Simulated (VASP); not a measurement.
# Pd (Pm-3m) in VASP: a series of runs

Pd is run at these levels: PBEsol; tasks: relaxation of cell and atoms.

All numbers are computed with VASP 6.6.1; they aren't measurements. Logs are shortened: lines on timing, memory, paths and dates and some standing lists are left out, and cuts for length are marked.

## 1. The cell of the first run

It takes space group Pm-3m (No. 221, cubic). Conventional cell: a = 2.530 Å, b = 2.530 Å, c = 2.530 Å, α = 90.00°, β = 90.00°, γ = 90.00°. Pd (site symmetry m-3m) has 6 Pd at 2.53 Å within 3.3 Å.

## 2. Relaxation of cell and atoms, PBEsol

INCAR reads:

```
  ALGO = Normal
  EDIFF = 1E-6
  EDIFFG = -0.01
  ENCUT = 600
  GGA = PS
  IBRION = 2
  ISIF = 3
  ISMEAR = 0
  LASPH = True
  LCHARG = False
  LREAL = False
  LWAVE = False
  NELM = 80
  NSW = 80
  PREC = Accurate
  SIGMA = 0.1
```

KPOINTS reads:

```
k-points
0
Gamma
  9 9 9
```

POSCAR reads:

```
Pd
1.0
    2.5300000000      0.0000000000      0.0000000000
    0.0000000000      2.5300000000      0.0000000000
    0.0000000000      0.0000000000      2.5300000000
Pd
1
Direct
    0.0000000000      0.0000000000      0.0000000000
```

Potentials or basis: VASP PAW PBE potentials, release 64 (Pd).

Command:

```sh
> cat potpaw_PBE.64/Pd/POTCAR > POTCAR
> mpirun -np 1 vasp_std > vasp.out
```

OUTCAR:

```text
EDIFF = 1E-6
   EDIFFG = -0.01
   ENCUT = 600
   GGA = PS
   IBRION = 2
   ISIF = 3
   ISMEAR = 0
   LASPH = True
   LREAL = False
   NELM = 80
   NSW = 80
   PREC = Accurate

 ion  position               nearest neighbor table
   1  0.000  0.000  0.000-

  LATTYP: Found a simple cubic cell.
 ALAT       =     2.5300000000

  Lattice vectors:

 A1 = (   2.5300000000,   0.0000000000,   0.0000000000)
 A2 = (   0.0000000000,   2.5300000000,   0.0000000000)
 A3 = (   0.0000000000,   0.0000000000,   2.5300000000)

Analysis of symmetry for initial positions (statically):
=====================================================================
 Subroutine PRICEL returns:
 Original cell was already a primitive cell.

 Routine SETGRP: Setting up the symmetry group for a
 simple cubic supercell.

 Subroutine GETGRP returns: Found 48 space group operations
 (whereof 48 operations were pure point group operations)
 out of a pool of 48 trial point group operations.

The static configuration has the point symmetry O_h .

Analysis of symmetry for dynamics (positions and initial velocities):
=====================================================================
 Subroutine PRICEL returns:
 Original cell was already a primitive cell.

 Routine SETGRP: Setting up the symmetry group for a
 simple cubic supercell.

 Subroutine GETGRP returns: Found 48 space group operations
 (whereof 48 operations were pure point group operations)
 out of a pool of 48 trial point group operations.

The dynamic configuration has the point symmetry O_h .

 Subroutine INISYM returns: Found 48 space group operations
 (whereof 48 operations are pure point group operations),
 and found     1 'primitive' translations

----------------------------------------------------------------------------------------

                                     Primitive cell

  volume of cell :      16.1943

  direct lattice vectors                    reciprocal lattice vectors
     2.530000000  0.000000000  0.000000000     0.395256917  0.000000000  0.000000000
     0.000000000  2.530000000  0.000000000     0.000000000  0.395256917  0.000000000
     0.000000000  0.000000000  2.530000000     0.000000000  0.000000000  0.395256917

  length of vectors
     2.530000000  2.530000000  2.530000000     0.395256917  0.395256917  0.395256917

  position of ions in fractional coordinates (direct lattice)
     0.000000000  0.000000000  0.000000000

  ion indices of the primitive-cell ions
   primitive index   ion index
                 1           1

----------------------------------------------------------------------------------------

 KPOINTS: k-points

Automatic generation of k-mesh.
 Grid dimensions read from file:
 generate k-points for:    9    9    9

 Generating k-lattice:

  Cartesian coordinates                     Fractional coordinates (reciprocal lattice)
     0.043917435  0.000000000  0.000000000     0.111111111  0.000000000  0.000000000
     0.000000000  0.043917435  0.000000000     0.000000000  0.111111111  0.000000000
     0.000000000  0.000000000  0.043917435     0.000000000  0.000000000  0.111111111

  Length of vectors
     0.043917435  0.043917435  0.043917435

  Shift w.r.t. Gamma in fractional coordinates (k-lattice)
     0.000000000  0.000000000  0.000000000

 Subroutine IBZKPT returns following result:
 ===========================================

 Found     35 irreducible k-points:

 Following reciprocal coordinates:
            Coordinates               Weight
  0.000000  0.000000  0.000000      1.000000
  0.111111  0.000000  0.000000      6.000000
  0.222222  0.000000  0.000000      6.000000
  0.333333  0.000000  0.000000      6.000000
  0.444444  0.000000  0.000000      6.000000
  0.111111  0.111111  0.000000     12.000000
[... 16 lines left out ...]
  0.333333  0.333333  0.111111     24.000000
  0.444444  0.333333  0.111111     48.000000
 [... further k-points ...]
   k-points           NKPTS =     35   k-points in BZ     NKDIM =     35   number of bands    NBANDS=      9
   number of dos      NEDOS =    301   number of ions     NIONS =      1
   total plane-waves  NPLWV =   8000
   dimension x,y,z NGX =    20 NGY =   20 NGZ =   20
   dimension x,y,z NGXF=    40 NGYF=   40 NGZF=   40
   ions per type =               1
   NGX,Y,Z   is equivalent  to a cutoff of  13.14, 13.14, 13.14 a.u.
   NGXF,Y,Z  is equivalent  to a cutoff of  26.28, 26.28, 26.28 a.u.
 SYSTEM =  unknown system
   PREC   = accura    normal or accurate (medium, high low for compatibility)
   ISTART =      0    job   : 0-new  1-cont  2-samecut
   ICHARG =      2    charge: 1-file 2-atom 10-const
   ISPIN  =      1    spin polarized calculation?
   LNONCOLLINEAR =      F non collinear calculations
   LSORBIT =      F    spin-orbit coupling
   LASPH  =      T    aspherical Exc in radial PAW
   ENCUT  =  600.0 eV  44.10 Ry    6.64 a.u.   5.05  5.05  5.05*2*pi/ulx,y,z
   NELM   =     80;   NELMIN=  2; NELMDL= -5     # of ELM steps
   EDIFF  = 0.1E-05   stopping-criterion for ELM
   LREAL  =      F    real-space projection
   EDIFFG = -.1E-01   stopping-criterion for IOM
   NSW    =     80    number of steps for IOM
   IBRION =      2    ionic relax: 0-MD 1-quasi-New 2-CG
   NFREE  =      1    steps in history (QN), initial steepest desc. (CG)
   ISIF   =      3    stress and relaxation
   ISYM   =      2    0-nonsym 1-usesym 2-fastsym
   POTIM  = 0.5000    time-step for ionic-motion
   TEBEG  =    0.0;   TEEND  =   0.0 temperature during run
   PSTRESS=    0.0 pullay stress
   NELECT =      10.0000    total number of electrons
   NUPDOWN=      -1.0000    fix difference up-down
   EMIN   =  10.00;   EMAX   =-10.00  energy-range for DOS
   EFERMI =   0.00;   METHOD = LEGACY
   ISMEAR =     0;   SIGMA  =   0.10  broadening in eV -4-tet -1-fermi 0-gaus
   EFERMI_NEDOS =   21; number of points for ismear=-14 and -15
   IALGO  =     38    algorithm
   IMIX   =      4    mixing-type and parameters
     AMIX     =   0.40;   BMIX     =  1.00
     AMIX_MAG =   1.60;   BMIX_MAG =  1.00
  volume/ion in A,a.u.               =      16.19       109.28
  Fermi-wavevector in a.u.,A,eV,Ry     =   1.394080  2.634429 26.442359  1.943459
  Thomas-Fermi vector in A             =   2.517664
   LORBIT       =      0    0 simple, 1 ext, 2 COOP (PROOUT), +10 PAW based schemes
   GGA     = PS    functional components
   LHFCALC =     F    Hartree Fock is set to
   AEXX    =    0.0000 exact exchange contribution
   IVDW    =     0    specifies the selected vdW correction
   LEPSILON=     F    determine dielectric tensor
   LRPA    =     F    only Hartree local field effects (RPA)
 conjugate gradient relaxation of ions
 non-spin polarized calculation
 Gauss-broadening in eV      SIGMA  =   0.10
  energy-cutoff  :      600.00
  volume of cell :       16.19
 maximum number of plane-waves:       548
   NGX = 11   NGY = 11   NGZ = 11

--------------------------------------- Ionic step        1  -------------------------------------------

 number of electron      10.0000000 magnetization

 number of electron       9.9999996 magnetization

 Free energy of the ion-electron system (eV)
  ---------------------------------------------------
  ext. energy  EPLUGINS =         0.00000000
  ---------------------------------------------------
  free energy    TOTEN  =        -5.35141076 eV

  energy without entropy =       -5.34349947  energy(sigma->0) =       -5.34745511

------------------------ aborting loop because EDIFF is reached ----------------------------------------

  FORCE on cell =-STRESS in cart. coord.  units (eV):
  Direction    XX          YY          ZZ          XY          YZ          ZX
  --------------------------------------------------------------------------------------
  -------------------------------------------------------------------------------------
  Total        0.6299094      0.6299094      0.6299094      0.0000000      0.0000000      0.0000000
  in kB       62.3199536     62.3199536     62.3199536      0.0000000      0.0000000      0.0000000
  external PRESSURE =      62.3199536 kB  Pullay stress =       0.0000000 kB
[... 57 lines left out ...]
--------------------------------------- Ionic step        3  -------------------------------------------

 number of electron      10.0000000 magnetization

 number of electron       9.9999999 magnetization

 Free energy of the ion-electron system (eV)
  ---------------------------------------------------
  ext. energy  EPLUGINS =         0.00000000
  ---------------------------------------------------
  free energy    TOTEN  =        -5.36293148 eV

  energy without entropy =       -5.35384421  energy(sigma->0) =       -5.35838784

 E-fermi :   7.7170     XC(G=0): -12.4590

 val. band max:        7.6903477666   @ k =   0.2222   0.1111   0.0000
 cond. band min:       7.7503454272   @ k =   0.3333   0.1111   0.0000
 fundamental gap:      0.0599976606
 Fermi energy:         7.7170071168

 k-point     1 :       0.0000    0.0000    0.0000
  band No.  band energies     occupation
      1       1.4184      2.00000
      2       2.9322      2.00000
      3       2.9322      2.00000
      4       7.8376      0.08817
      5       7.8376      0.08817
      6       7.8376      0.08817
      7      24.6073      0.00000
      8      24.6073      0.00000
      9      24.6073      0.00000
[... 265 lines left out ...]
 k-point    24 :       0.4444    0.3333    0.1111
  band No.  band energies     occupation
      1       3.3563      2.00000
      2       4.3950      2.00000
      3       5.9230      2.00000
      4       6.2795      2.00000
      5       7.3956      1.99999
      6      11.6324      0.00000
      7      14.6720      0.00000
      8      21.4564      0.00000
      9      23.7145      0.00000

 [... further k-points ...]

------------------------ aborting loop because EDIFF is reached ----------------------------------------

  FORCE on cell =-STRESS in cart. coord.  units (eV):
  Direction    XX          YY          ZZ          XY          YZ          ZX
  --------------------------------------------------------------------------------------
  -------------------------------------------------------------------------------------
  Total       -0.0081780     -0.0081780     -0.0081780      0.0000000      0.0000000      0.0000000
  in kB       -0.7787526     -0.7787526     -0.7787526      0.0000000      0.0000000      0.0000000
  external PRESSURE =      -0.7787526 kB  Pullay stress =       0.0000000 kB
[... 16 lines left out ...]
  FREE ENERGIE OF THE ION-ELECTRON SYSTEM (eV)
  ---------------------------------------------------
  free  energy   TOTEN  =        -5.3629314767 eV

  energy  without entropy=       -5.3538442067  energy(sigma->0) =       -5.35838784

 reached required accuracy - stopping structural energy minimisation
```

Run time: 6.5 s. Hardware: 1 thread of Intel Xeon 6975P-C (Granite Rapids), shared host; peak memory 0.13 GiB.

What came out:

| Property | Result |
| --- | --- |
| Free energy | -5.3629 eV |
| Relaxed volume | 16.83 Å³/atom |
| Relaxed cell | a = 2.562 Å, b = 2.562 Å, c = 2.562 Å, α = 90.00°, β = 90.00°, γ = 90.00° |
| Space group after relaxing (to 0.05 Å) | Pm-3m (No. 221) |
| Energy gained by relaxing | 11.5 meV/atom |
| Ionic steps | 3 |
| Pressure after relaxing | -0.1 GPa |
| Band gap on the k mesh | zero (band 5 reaches 8.86 eV, above the bottom of band 6 at 7.20 eV) |

Step by step:
| step | energy change (eV) | largest force (eV/Å) | pressure (GPa) | volume (Å³) |
| --- | --- | --- | --- | --- |
| 1 | 0.0000 | 0.0000 | 6.23 | 16.19 |
| 2 | 0.0080 | 0.0000 | -6.58 | 17.72 |
| 3 | -0.0115 | 0.0000 | -0.08 | 16.83 |

Final structure:
```xyz
1
Lattice="2.5624 0.0000 0.0000 0.0000 2.5624 0.0000 0.0000 0.0000 2.5624" Properties=species:S:1:pos:R:3 pbc="T T T"
Pd    0.0000    0.0000    0.0000
```

Levels at points of the mesh, in eV from the Fermi level:
```
           k point  band 1  band 2  band 3  band 4  band 5  band 6  band 7  band 8  band 9
(0.00, 0.00, 0.00)   -6.30   -4.78   -4.78    0.12    0.12    0.12   16.89   16.89   16.89
```

Caveat: the PAW data sets were made with another functional, which shifts forces and pressure a little.

(Part 1 of 2 ends here.)
